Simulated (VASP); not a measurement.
# MnO2 (P4_2/mnm) in VASP: single point with PBE+U

Aim: the single point of MnO2 with PBE+U.

Everything below comes from runs of VASP 6.6.1. Logs are shortened: lines on timing, memory, paths and dates and some standing lists are left out, and cuts for length are marked.

## Step 1: The cell of the first run

Symmetry: P4_2/mnm, No. 136, tetragonal system. Conventional cell: a = 4.450 Å, b = 4.450 Å, c = 2.877 Å, α = 90.00°, β = 90.00°, γ = 90.00°. Mn (site symmetry mmm) has 6 O at 1.89 to 1.92 Å within 2.5 Å. O (site symmetry m2m) has 3 Mn at 1.89 to 1.92 Å and 1 O at 2.45 Å within 2.5 Å.

## Step 2: Single point, PBE+U, collinear spin, ferromagnetic start

POSCAR reads:

```
MnO2
1.0
    4.4496506212      0.0000000000      0.0000000000
    0.0000000000      4.4496506212      0.0000000000
    0.0000000000      0.0000000000      2.8770925173
Mn O
2 4
Direct
    0.0000000000      0.0000000000      0.0000000000
    0.5000000000      0.5000000000      0.5000000000
    0.3054516535      0.3054516535      0.0000000000
    0.1945483465      0.8054516535      0.5000000000
    0.6945483465      0.6945483465      0.0000000000
    0.8054516535      0.1945483465      0.5000000000
```

INCAR.step1 reads:

```
SYSTEM = MnO2
  ALGO = Fast
  EDIFF = 1E-6
  ENCUT = 520
  GGA = PE
  ISIF = 2
  ISMEAR = 0
  ISPIN = 2
  KPAR = 4
  LASPH = .TRUE.
  LCHARG = .TRUE.
  LDAU = .TRUE.
  LDAUJ = 0 0
  LDAUL = 2 -1
  LDAUPRINT = 1
  LDAUTYPE = 2
  LDAUU = 3.9 0
  LMAXMIX = 4
  LREAL = .FALSE.
  LWAVE = .FALSE.
  MAGMOM = 4 4 0 0 0 0
  NBANDS = 38
  NELM = 150
  PREC = Accurate
  SIGMA = 0.1
```

KPOINTS.step1 reads:

```
k-points
0
G
  8 8 12
  0 0 0
```

INCAR.step2 reads:

```
SYSTEM = MnO2
  ALGO = Fast
  EDIFF = 1E-6
  ENCUT = 520
  GGA = PE
  ICHARG = 11
  ISIF = 2
  ISMEAR = -5
  ISPIN = 2
  KPAR = 4
  LASPH = .TRUE.
  LCHARG = .FALSE.
  LDAU = .TRUE.
  LDAUJ = 0 0
  LDAUL = 2 -1
  LDAUPRINT = 1
  LDAUTYPE = 2
  LDAUU = 3.9 0
  LMAXMIX = 4
  LORBIT = 11
  LREAL = .FALSE.
  LWAVE = .FALSE.
  MAGMOM = 4 4 0 0 0 0
  NBANDS = 38
  NEDOS = 1001
  NELM = 150
  PREC = Accurate
  SIGMA = 0.1
```

KPOINTS.step2 reads:

```
k-points
0
G
  12 12 18
  0 0 0
```

Potentials or basis: VASP PAW PBE potentials, release 64 (Mn_pv, O).

The run is started by

```bash
cat potpaw_PBE.64/Mn_pv/POTCAR potpaw_PBE.64/O/POTCAR > POTCAR
cp INCAR.step1 INCAR
cp KPOINTS.step1 KPOINTS
mpirun -np 4 vasp_std > vasp.out
cp INCAR.step2 INCAR
cp KPOINTS.step2 KPOINTS
mpirun -np 4 vasp_std > vasp.out
```

OUTCAR:

```text
SYSTEM = MnO2
   EDIFF = 1E-6
   ENCUT = 520
   GGA = PE
   ICHARG = 11
   ISIF = 2
   ISMEAR = -5
   ISPIN = 2
   LASPH = .TRUE.
   LORBIT = 11
   LREAL = .FALSE.
   NELM = 150
   PREC = Accurate

 ion  position               nearest neighbor table
   1  0.000  0.000  0.000-   4 1.89   6 1.89   4 1.89   6 1.89   5 1.92   3 1.92
   2  0.500  0.500  0.500-   3 1.89   5 1.89   3 1.89   5 1.89   4 1.92   6 1.92
   3  0.305  0.305  0.000-   2 1.89   2 1.89   1 1.92
   4  0.195  0.805  0.500-   1 1.89   1 1.89   2 1.92
   5  0.695  0.695  0.000-   2 1.89   2 1.89   1 1.92
   6  0.805  0.195  0.500-   1 1.89   1 1.89   2 1.92

  LATTYP: Found a simple tetragonal cell.
 ALAT       =     4.4496506212
 C/A-ratio  =     0.6465884093

  Lattice vectors:

 A1 = (   4.4496506212,   0.0000000000,   0.0000000000)
 A2 = (   0.0000000000,   4.4496506212,   0.0000000000)
 A3 = (   0.0000000000,   0.0000000000,   2.8770925173)

Analysis of symmetry for initial positions (statically):
=====================================================================
 Subroutine PRICEL returns:
 Original cell was already a primitive cell.

 Routine SETGRP: Setting up the symmetry group for a
 simple tetragonal supercell.

 Subroutine GETGRP returns: Found 16 space group operations
 (whereof  8 operations were pure point group operations)
 out of a pool of 16 trial point group operations.

The static configuration has the point symmetry D_2h.
 The point group associated with its full space group is D_4h.

Analysis of symmetry for dynamics (positions and initial velocities):
=====================================================================
 Subroutine PRICEL returns:
 Original cell was already a primitive cell.

 Routine SETGRP: Setting up the symmetry group for a
 simple tetragonal supercell.

 Subroutine GETGRP returns: Found 16 space group operations
 (whereof  8 operations were pure point group operations)
 out of a pool of 16 trial point group operations.

The dynamic configuration has the point symmetry D_2h.
 The point group associated with its full space group is D_4h.

Analysis of structural, dynamic, and magnetic symmetry:
=====================================================================
 Subroutine PRICEL returns:
 Original cell was already a primitive cell.

 Routine SETGRP: Setting up the symmetry group for a
 simple tetragonal supercell.

 Subroutine GETGRP returns: Found 16 space group operations
 (whereof  8 operations were pure point group operations)
[... 219 lines left out ...]
  o =  0.9650  v =  0.0000 -0.7071 -0.0000  0.7071 -0.0000  0.0000  0.0000  0.0000  0.0000  0.0000      0.0000  0.0000  0.0000  0.0000  0.0000  0.0000  0.0000  0.0000  0.0000  0.0000
  o =  0.9717  v =  0.0000 -0.0000  0.0000  0.0000  1.0000  0.0000  0.0000  0.0000  0.0000  0.0000      0.0000  0.0000  0.0000  0.0000  0.0000  0.0000  0.0000  0.0000  0.0000  0.0000

 number of electron      49.9999986 magnetization       6.0238850

 Free energy of the ion-electron system (eV)
  ---------------------------------------------------
  ext. energy  EPLUGINS =         0.00000000
  ---------------------------------------------------
  free energy    TOTEN  =       -42.32955907 eV

  energy without entropy =      -42.32955907  energy(sigma->0) =      -42.32955907

 E-fermi :   4.8102     XC(G=0): -11.8671

 val. band max:        4.8259061853   @ k =   0.0833   0.0833   0.0000
 cond. band min:       4.7978578935   @ k =   0.2500   0.2500   0.5000
 fundamental gap:     -0.0280482918
 Fermi energy:         4.8101584206

 spin component 1

 k-point     1 :       0.0000    0.0000    0.0000
  band No.  band energies     occupation
      1     -46.1210      1.00000
      2     -46.1147      1.00000
      3     -46.0931      1.00000
      4     -46.0930      1.00000
      5     -46.0451      1.00000
      6     -46.0451      1.00000
[... 1913 lines left out ...]
     36      18.4474      0.00000
     37      20.2157      0.00000

 [... further k-points ...]

 [bands above 37 left out]

------------------------ aborting loop because EDIFF is reached ----------------------------------------

  FORCE on cell =-STRESS in cart. coord.  units (eV):
  Direction    XX          YY          ZZ          XY          YZ          ZX
  --------------------------------------------------------------------------------------
  -------------------------------------------------------------------------------------
  Total        1.2049991      1.2049991      3.4166233      0.0000000      0.0000000      0.0000000
  in kB       33.8915687     33.8915687     96.0952737      0.0000000      0.0000000      0.0000000
  external PRESSURE =      54.6261370 kB  Pullay stress =       0.0000000 kB

 VOLUME and BASIS-vectors are now :
 -----------------------------------------------------------------------------
  energy-cutoff  :      520.00
  volume of cell :       56.96
      direct lattice vectors                 reciprocal lattice vectors
     4.449650621  0.000000000  0.000000000     0.224736746  0.000000000  0.000000000
     0.000000000  4.449650621  0.000000000     0.000000000  0.224736746  0.000000000
     0.000000000  0.000000000  2.877092517     0.000000000  0.000000000  0.347573112

 POSITION                                       TOTAL-FORCE (eV/Angst)
 -----------------------------------------------------------------------------------
      0.00000      0.00000      0.00000         0.000000      0.000000      0.000000
      2.22483      2.22483      1.43855         0.000000      0.000000      0.000000
      1.35915      1.35915      0.00000        -0.082736     -0.082736      0.000000
      0.86567      3.58398      1.43855         0.082736     -0.082736      0.000000
      3.09050      3.09050      0.00000         0.082736      0.082736     -0.000000
      3.58398      0.86567      1.43855        -0.082736      0.082736     -0.000000
 -----------------------------------------------------------------------------------
    total drift:                                0.000000      0.000000      0.000000

  FREE ENERGIE OF THE ION-ELECTRON SYSTEM (eV)
  ---------------------------------------------------
  free  energy   TOTEN  =       -42.3295590717 eV

  energy  without entropy=      -42.3295590717  energy(sigma->0) =      -42.32955907

 total charge

# of ion       s       p       d       tot
------------------------------------------
    1        0.350   6.459   4.808  11.617
    2        0.350   6.459   4.808  11.617
    3        1.567   3.474   0.000   5.041
    4        1.567   3.474   0.000   5.041
    5        1.567   3.474   0.000   5.041
    6        1.567   3.474   0.000   5.041
--------------------------------------------------
tot          6.970  26.812   9.615  43.397

 magnetization (x)

# of ion       s       p       d       tot
------------------------------------------
    1        0.019   0.029   2.995   3.043
    2        0.019   0.029   2.995   3.043
    3       -0.002  -0.045   0.000  -0.047
    4       -0.002  -0.045   0.000  -0.047
    5       -0.002  -0.045   0.000  -0.047
    6       -0.002  -0.045   0.000  -0.047
--------------------------------------------------
tot          0.029  -0.120   5.990   5.899
```

Wall time 9.9 min (4 MPI ranks of Oxide Virtual Turin-like, shared host); peak memory 0.79 GiB.

Results:

```yaml
Net_moment: 6.02 μB per cell
Site_moments: Mn +3.04; O -0.05 μB
Valence_electrons_inside_the_program's_atomic_spheres: Mn 11.62; O 5.04
```

Levels at points of the mesh, in eV from the Fermi level:
Spin up:
| k point | band 26 | band 27 | band 28 | band 29 | band 30 | band 31 |
| --- | --- | --- | --- | --- | --- | --- |
| (0.00, 0.00, 0.00) | -0.62 | -0.62 | -0.48 | -0.05 | 2.80 | 2.80 |
| (0.50, 0.00, 0.00) | -1.57 | -0.82 | -0.82 | 2.16 | 2.16 | 2.64 |
| (0.50, 0.50, 0.00) | -1.54 | -0.27 | -0.27 | 1.20 | 1.20 | 2.76 |
| (0.00, 0.00, 0.50) | -1.39 | -0.46 | -0.46 | 1.16 | 1.16 | 1.78 |
| (0.50, 0.00, 0.50) | -1.31 | -0.46 | -0.46 | 0.07 | 0.07 | 3.28 |
| (0.50, 0.50, 0.50) | -0.85 | -0.61 | -0.61 | 1.81 | 1.81 | 1.88 |
Spin down:
```csv
k point,band 20,band 21,band 22,band 23,band 24,band 25
"(0.00, 0.00, 0.00)",-0.60,-0.60,0.08,1.71,1.83,2.15
"(0.50, 0.00, 0.00)",-2.34,-0.79,-0.79,2.33,2.33,2.73
"(0.50, 0.50, 0.00)",-2.09,-1.56,-1.56,1.64,1.64,2.16
"(0.00, 0.00, 0.50)",-2.40,-1.86,-1.86,2.74,2.74,2.84
"(0.50, 0.00, 0.50)",-2.26,-1.15,-1.15,1.88,1.88,2.58
"(0.50, 0.50, 0.50)",-1.24,-1.04,-1.04,2.53,2.53,2.89
```

Eigenvalues of the final occupation matrices:
| site | spin | trace | eigenvalues |
| --- | --- | --- | --- |
| site 1 d | 1 | 3.92 | 0.51 0.52 0.95 0.97 0.97 |
| site 1 d | 2 | 0.92 | 0.07 0.11 0.11 0.30 0.34 |
| site 2 d | 1 | 3.92 | 0.51 0.52 0.95 0.97 0.97 |
| site 2 d | 2 | 0.92 | 0.07 0.11 0.11 0.30 0.34 |

Caveat: the run started ferromagnetic, and an antiferromagnetic order may lie lower in energy. The state reached can hang on the start; a lower one may exist.
